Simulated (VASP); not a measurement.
# Ge (R-3) in VASP: notebook

Runs on Ge. Level: LDA. Tasks: single point.

Everything below comes from runs of VASP 6.6.1. Logs are shortened: lines on timing, memory, paths and dates and some standing lists are left out, and cuts for length are marked.

## (1) The cell of the first run

It takes space group R-3 (No. 148, trigonal). Conventional cell: a = 10.151 Å, b = 10.151 Å, c = 5.808 Å, α = 90.00°, β = 90.00°, γ = 120.00°. Within 3.3 Å of Ge (site symmetry 3) lie 5 Ge at 2.51 to 3.30 Å. Ge (site symmetry 1) has 4 Ge at 2.51 to 2.56 Å within 3.3 Å.

## (2) Single point, LDA

Input file INCAR:

```
SYSTEM = Ge
PREC     = Accurate       ! precision mode
ENCUT    = 520            ! plane-wave cutoff, eV
EDIFF    = 1E-6           ! SCF threshold, eV
ISMEAR   = 0              ! smearing method
SIGMA    = 0.15           ! smearing width, eV
LREAL    = .FALSE.        ! projectors in reciprocal space
LASPH    = .TRUE.         ! aspherical terms in the spheres
NELM     = 60             ! most SCF steps
ALGO     = Fast           ! electronic algorithm
ISIF     = 2              ! what is computed and relaxed
LWAVE    = .FALSE.        ! write WAVECAR
LCHARG   = .FALSE.        ! write CHGCAR
GGA      = CA             ! functional
NBANDS   = 66             ! bands
```

Input file KPOINTS:

```
Automatic mesh
0
G
  9 9 9
  0 0 0
```

Input file POSCAR:

```
Ge
1.0
    5.0753000000      2.9302258212      1.9360574366
   -5.0753000000      2.9302258212      1.9360574366
    0.0000000000     -5.8604516424      1.9360574366
Ge
8
Direct
    0.7160372198      0.7160372198      0.7160372198
    0.2839627802      0.2839627802      0.2839627802
    0.0289443365      0.7253625346      0.5322921793
    0.5322921793      0.0289443365      0.7253625346
    0.7253625346      0.5322921793      0.0289443365
    0.9710556635      0.2746374654      0.4677078207
    0.4677078207      0.9710556635      0.2746374654
    0.2746374654      0.4677078207      0.9710556635
```

Potentials or basis: VASP PAW LDA potentials, release 64 (Ge_d).

Run with:

```
$ cat potpaw_LDA.64/Ge_d/POTCAR > POTCAR
$ mpirun -np 1 vasp_std > vasp.out
```

OUTCAR:

```text
SYSTEM = Ge
   PREC = Accurate
   ENCUT = 520
   EDIFF = 1E-6
   ISMEAR = 0
   LREAL = .FALSE.
   LASPH = .TRUE.
   NELM = 60
   ISIF = 2
   GGA = CA

 ion  position               nearest neighbor table
   1  0.716  0.716  0.716-   2 2.51   5 2.56   3 2.56   4 2.56
   2  0.284  0.284  0.284-   1 2.51   8 2.56   6 2.56   7 2.56
   3  0.029  0.725  0.532-   5 2.51   4 2.51   6 2.54   1 2.56
   4  0.532  0.029  0.725-   3 2.51   5 2.51   7 2.54   1 2.56
   5  0.725  0.532  0.029-   3 2.51   4 2.51   8 2.54   1 2.56
   6  0.971  0.275  0.468-   8 2.51   7 2.51   3 2.54   2 2.56
   7  0.468  0.971  0.275-   6 2.51   8 2.51   4 2.54   2 2.56
   8  0.275  0.468  0.971-   6 2.51   7 2.51   5 2.54   2 2.56

  LATTYP: Found a trigonal (rhomboedric) cell.
 ALAT       =     6.1719698518
 COS(alpha) =    -0.3524021125

  Lattice vectors:

 A1 = (   5.0753000000,   2.9302258212,   1.9360574366)
 A2 = (  -5.0753000000,   2.9302258212,   1.9360574366)
 A3 = (   0.0000000000,  -5.8604516424,   1.9360574366)

Analysis of symmetry for initial positions (statically):
=====================================================================
 Subroutine PRICEL returns:
 Original cell was already a primitive cell.

 Routine SETGRP: Setting up the symmetry group for a
 trigonal (rhombohedral) supercell.

 Subroutine GETGRP returns: Found  6 space group operations
 (whereof  6 operations were pure point group operations)
 out of a pool of 12 trial point group operations.

The static configuration has the point symmetry S_6 .

Analysis of symmetry for dynamics (positions and initial velocities):
=====================================================================
 Subroutine PRICEL returns:
 Original cell was already a primitive cell.

 Routine SETGRP: Setting up the symmetry group for a
 trigonal (rhombohedral) supercell.

 Subroutine GETGRP returns: Found  6 space group operations
 (whereof  6 operations were pure point group operations)
 out of a pool of 12 trial point group operations.

The dynamic configuration has the point symmetry S_6 .

 Subroutine INISYM returns: Found  6 space group operations
 (whereof  6 operations are pure point group operations),
 and found     1 'primitive' translations

----------------------------------------------------------------------------------------

                                     Primitive cell

  volume of cell :     172.7557

  direct lattice vectors                    reciprocal lattice vectors
     5.075300000  2.930225821  1.936057437     0.098516344  0.056878438  0.172171201
    -5.075300000  2.930225821  1.936057437    -0.098516344  0.056878438  0.172171201
     0.000000000 -5.860451642  1.936057437     0.000000000 -0.113756875  0.172171201

  length of vectors
     6.171969852  6.171969852  6.171969852     0.206357818  0.206357818  0.206357818

  position of ions in fractional coordinates (direct lattice)
     0.716037220  0.716037220  0.716037220
     0.283962780  0.283962780  0.283962780
     0.028944336  0.725362535  0.532292179
     0.532292179  0.028944336  0.725362535
     0.725362535  0.532292179  0.028944336
     0.971055664  0.274637465  0.467707821
     0.467707821  0.971055664  0.274637465
     0.274637465  0.467707821  0.971055664

  ion indices of the primitive-cell ions
   primitive index   ion index
                 1           1
                 2           2
                 3           3
                 4           4
                 5           5
                 6           6
                 7           7
                 8           8

----------------------------------------------------------------------------------------

 KPOINTS: Automatic mesh

Automatic generation of k-mesh.
 Grid dimensions read from file:
 generate k-points for:    9    9    9

 Generating k-lattice:

  Cartesian coordinates                     Fractional coordinates (reciprocal lattice)
     0.010946260  0.006319826  0.019130133     0.111111111  0.000000000  0.000000000
    -0.010946260  0.006319826  0.019130133     0.000000000  0.111111111  0.000000000
     0.000000000 -0.012639653  0.019130133     0.000000000  0.000000000  0.111111111

  Length of vectors
     0.022928646  0.022928646  0.022928646

  Shift w.r.t. Gamma in fractional coordinates (k-lattice)
     0.000000000  0.000000000  0.000000000

 Subroutine IBZKPT returns following result:
 ===========================================

 Found    125 irreducible k-points:

 Following reciprocal coordinates:
            Coordinates               Weight
  0.000000  0.000000  0.000000      1.000000
  0.111111 -0.000000  0.000000      6.000000
  0.222222  0.000000  0.000000      6.000000
  0.333333 -0.000000 -0.000000      6.000000
  0.444444  0.000000  0.000000      6.000000
  0.111111  0.111111  0.000000      6.000000
[... 16 lines left out ...]
  0.444444  0.222222 -0.000000      6.000000
 -0.444444  0.000000 -0.222222      6.000000
 [... further k-points ...]
   k-points           NKPTS =    125   k-points in BZ     NKDIM =    125   number of bands    NBANDS=     66
   number of dos      NEDOS =    301   number of ions     NIONS =      8
   total plane-waves  NPLWV = 110592
   dimension x,y,z NGX =    48 NGY =   48 NGZ =   48
   dimension x,y,z NGXF=    96 NGYF=   96 NGZF=   96
   ions per type =               8
   NGX,Y,Z   is equivalent  to a cutoff of  12.93, 12.93, 12.93 a.u.
   NGXF,Y,Z  is equivalent  to a cutoff of  25.86, 25.86, 25.86 a.u.
 SYSTEM =  Ge
   PREC   = accura    normal or accurate (medium, high low for compatibility)
   ISTART =      0    job   : 0-new  1-cont  2-samecut
   ICHARG =      2    charge: 1-file 2-atom 10-const
   ISPIN  =      1    spin polarized calculation?
   LNONCOLLINEAR =      F non collinear calculations
   LSORBIT =      F    spin-orbit coupling
   LASPH  =      T    aspherical Exc in radial PAW
   ENCUT  =  520.0 eV  38.22 Ry    6.18 a.u.  11.48 11.48 11.48*2*pi/ulx,y,z
   NELM   =     60;   NELMIN=  2; NELMDL= -5     # of ELM steps
   EDIFF  = 0.1E-05   stopping-criterion for ELM
   LREAL  =      F    real-space projection
   EDIFFG = 0.1E-04   stopping-criterion for IOM
   NSW    =      0    number of steps for IOM
   IBRION =     -1    ionic relax: 0-MD 1-quasi-New 2-CG
   NFREE  =      0    steps in history (QN), initial steepest desc. (CG)
   ISIF   =      2    stress and relaxation
   ISYM   =      2    0-nonsym 1-usesym 2-fastsym
   POTIM  = 0.5000    time-step for ionic-motion
   TEBEG  =    0.0;   TEEND  =   0.0 temperature during run
   PSTRESS=    0.0 pullay stress
   NELECT =     112.0000    total number of electrons
   NUPDOWN=      -1.0000    fix difference up-down
   EMIN   =  10.00;   EMAX   =-10.00  energy-range for DOS
   EFERMI =   0.00;   METHOD = LEGACY
   ISMEAR =     0;   SIGMA  =   0.15  broadening in eV -4-tet -1-fermi 0-gaus
   EFERMI_NEDOS =   21; number of points for ismear=-14 and -15
   IALGO  =     68    algorithm
   IMIX   =      4    mixing-type and parameters
     AMIX     =   0.40;   BMIX     =  1.00
     AMIX_MAG =   1.60;   BMIX_MAG =  1.00
  volume/ion in A,a.u.               =      21.59       145.73
  Fermi-wavevector in a.u.,A,eV,Ry     =   1.416892  2.677538 27.314823  2.007583
  Thomas-Fermi vector in A             =   2.538179
   LORBIT       =      0    0 simple, 1 ext, 2 COOP (PROOUT), +10 PAW based schemes
   GGA     = CA    functional components
   LHFCALC =     F    Hartree Fock is set to
   AEXX    =    0.0000 exact exchange contribution
   IVDW    =     0    specifies the selected vdW correction
   LEPSILON=     F    determine dielectric tensor
   LRPA    =     F    only Hartree local field effects (RPA)
 non-spin polarized calculation
 RMM-DIIS sequential band-by-band and
 Gauss-broadening in eV      SIGMA  =   0.15
  energy-cutoff  :      520.00
  volume of cell :      172.76
 maximum number of plane-waves:      4672
 NGX is ok and might be reduce to    48
   NGX = 23   NGY = 23   NGZ = 23

 number of electron     111.9999997 magnetization

 Free energy of the ion-electron system (eV)
  ---------------------------------------------------
  ext. energy  EPLUGINS =         0.00000000
  ---------------------------------------------------
  free energy    TOTEN  =       -40.35586674 eV

  energy without entropy =      -40.34103476  energy(sigma->0) =      -40.34845075

 E-fermi :   4.8550     XC(G=0): -10.6882

 val. band max:        4.8441827264   @ k =   0.4444   0.3333   0.3333
 cond. band min:       4.8553070409   @ k =   0.4444  -0.3333  -0.4444
 fundamental gap:      0.0111243146
 Fermi energy:         4.8550384260

 k-point     1 :       0.0000    0.0000    0.0000
  band No.  band energies     occupation
      1     -19.8594      2.00000
      2     -19.8594      2.00000
      3     -19.8567      2.00000
      4     -19.8438      2.00000
      5     -19.8438      2.00000
      6     -19.8307      2.00000
[... 58 lines left out ...]
     65      10.1552      0.00000
     66      11.2771      0.00000

 k-point     2 :       0.1111   -0.0000    0.0000
  band No.  band energies     occupation
      1     -19.8593      2.00000
      2     -19.8580      2.00000
      3     -19.8559      2.00000
      4     -19.8454      2.00000
      5     -19.8426      2.00000
      6     -19.8303      2.00000
[... 58 lines left out ...]
     65       9.9837      0.00000
     66      10.5911      0.00000

 k-point     3 :       0.2222    0.0000    0.0000
  band No.  band energies     occupation
      1     -19.8588      2.00000
      2     -19.8547      2.00000
      3     -19.8531      2.00000
      4     -19.8485      2.00000
      5     -19.8396      2.00000
      6     -19.8303      2.00000
[... 1438 lines left out ...]
     65       9.1099      0.00000
     66       9.7449      0.00000

 k-point    24 :      -0.4444    0.0000   -0.2222
  band No.  band energies     occupation
      1     -19.8581      2.00000
      2     -19.8553      2.00000
      3     -19.8503      2.00000
      4     -19.8458      2.00000
      5     -19.8295      2.00000
      6     -19.8259      2.00000
[... 58 lines left out ...]
     65       9.2853      0.00000
     66       9.5646      0.00000

 [... further k-points ...]

------------------------ aborting loop because EDIFF is reached ----------------------------------------

  FORCE on cell =-STRESS in cart. coord.  units (eV):
  Direction    XX          YY          ZZ          XY          YZ          ZX
  --------------------------------------------------------------------------------------
  -------------------------------------------------------------------------------------
  Total       -6.8621460     -6.8621460     -1.9984921      0.0000000     -0.0000000      0.0000000
  in kB      -63.6411825    -63.6411825    -18.5344935      0.0000002     -0.0000000      0.0000000
  external PRESSURE =     -48.6056195 kB  Pullay stress =       0.0000000 kB

 VOLUME and BASIS-vectors are now :
 -----------------------------------------------------------------------------
  energy-cutoff  :      520.00
  volume of cell :      172.76
      direct lattice vectors                 reciprocal lattice vectors
     5.075300000  2.930225821  1.936057437     0.098516344  0.056878438  0.172171201
    -5.075300000  2.930225821  1.936057437    -0.098516344  0.056878438  0.172171201
     0.000000000 -5.860451642  1.936057437     0.000000000 -0.113756875  0.172171201

 POSITION                                       TOTAL-FORCE (eV/Angst)
 -----------------------------------------------------------------------------------
      0.00000      0.00000      4.15887         0.000000      0.000000      0.176418
      0.00000      0.00000      1.64930         0.000000      0.000000     -0.176418
     -3.53453     -0.90918      2.49093         0.140021     -0.240181     -0.138544
      2.55464     -2.60640      2.49093         0.137992      0.241352     -0.138544
      0.97989      3.51559      2.49093        -0.278013     -0.001172     -0.138544
      3.53453      0.90918      3.31724        -0.140021      0.240181      0.138544
     -2.55464      2.60640      3.31724        -0.137992     -0.241352      0.138544
     -0.97989     -3.51559      3.31724         0.278013      0.001172      0.138544
 -----------------------------------------------------------------------------------
    total drift:                               -0.000000      0.000000      0.000000

  FREE ENERGIE OF THE ION-ELECTRON SYSTEM (eV)
  ---------------------------------------------------
  free  energy   TOTEN  =       -40.3558667373 eV

  energy  without entropy=      -40.3410347563  energy(sigma->0) =      -40.34845075
```

Wall time 50 min (1 thread of Oxide Virtual Turin-like, shared host); peak memory 0.87 GiB.

Results:

* Free energy: -40.3559 eV
* Pressure: -4.9 GPa
* Largest force: 0.311 eV/Å
* Band gap on the k mesh: zero (bands 56 and 57 overlap by 0.49 eV)

Forces in eV/Å, atoms in the order of the input:
```
Ge   0.000  0.000  0.176
Ge   0.000  0.000 -0.176
Ge   0.140 -0.240 -0.139
Ge   0.138  0.241 -0.139
Ge  -0.278 -0.001 -0.139
Ge  -0.140  0.240  0.139
Ge  -0.138 -0.241  0.139
Ge   0.278  0.001  0.139
```

Stress tensor (GPa, compression positive):
```
-6.36  0.00  0.00
 0.00 -6.36  0.00
 0.00  0.00 -1.85
```

Caveat: the cell stands under tension; semilocal functionals underestimate gaps, and a narrow one can read as zero.

## (3) Single point, LDA

This run uses another cell than the first one, of 22.81 Å³/atom.

Input file INCAR:

```
PREC = Accurate
ENCUT = 520
EDIFF = 1E-6
ISMEAR = 0
SIGMA = 0.15
LREAL = False
LASPH = True
NELM = 60
ALGO = Fast
ISIF = 2
LWAVE = False
LCHARG = False
NBANDS = 66
```

Input file KPOINTS:

```
regular mesh
0
Gamma
  9 9 9
```

POSCAR, as its differences from that of step 2:

```diff
@@ -2,5 +2,5 @@
 1.0
-    5.0753000000      2.9302258212      1.9360574366
-   -5.0753000000      2.9302258212      1.9360574366
-    0.0000000000     -5.8604516424      1.9360574366
+    4.9289000000      2.8457017418      2.1684000000
+   -4.9289000000      2.8457017418      2.1684000000
+    0.0000000000     -5.6914034836      2.1684000000
 Ge
```

Potentials or basis: VASP PAW LDA potentials, release 64 (Ge_d).

Run with:

```
$ cat potpaw_LDA.64/Ge_d/POTCAR > POTCAR
$ mpirun -np 1 vasp_std > vasp.out
```

Wall time 37 min (1 thread of Oxide Virtual Turin-like, shared host); peak memory 0.9 GiB.

It converged, with:

```yaml
Free_energy: -39.6810 eV
Pressure: -6.6 GPa
Largest_force: 0.772 eV/Å
Band_gap_on_the_k_mesh: zero (bands 56 and 57 overlap by 0.71 eV)
```

Forces in eV/Å, atoms in the order of the input:
```
Ge   0.000  0.000 -0.772
Ge   0.000  0.000  0.772
Ge   0.192  0.261 -0.190
Ge  -0.322  0.036 -0.190
Ge   0.130 -0.297 -0.190
Ge  -0.192 -0.261  0.190
Ge   0.322 -0.036  0.190
Ge  -0.130  0.297  0.190
```

Stress tensor (GPa, compression positive):
```
 -3.65   0.00   0.00
  0.00  -3.65   0.00
  0.00   0.00 -12.61
```

Levels at points of the mesh, in eV from the Fermi level:
```csv
k point,band 53,band 54,band 55,band 56,band 57,band 58,band 59,band 60
"(0.00, 0.00, 0.00)",-3.08,-1.05,-1.05,-0.38,1.32,1.60,1.60,3.41
```

Caveat: the stress differs along the axes, from -13 to -4 GPa; semilocal functionals underestimate gaps, and a narrow one can read as zero.

(Part 1 of 2 ends here.)

The gap in the log of VASP goes by the Fermi energy; the results here count the filled bands.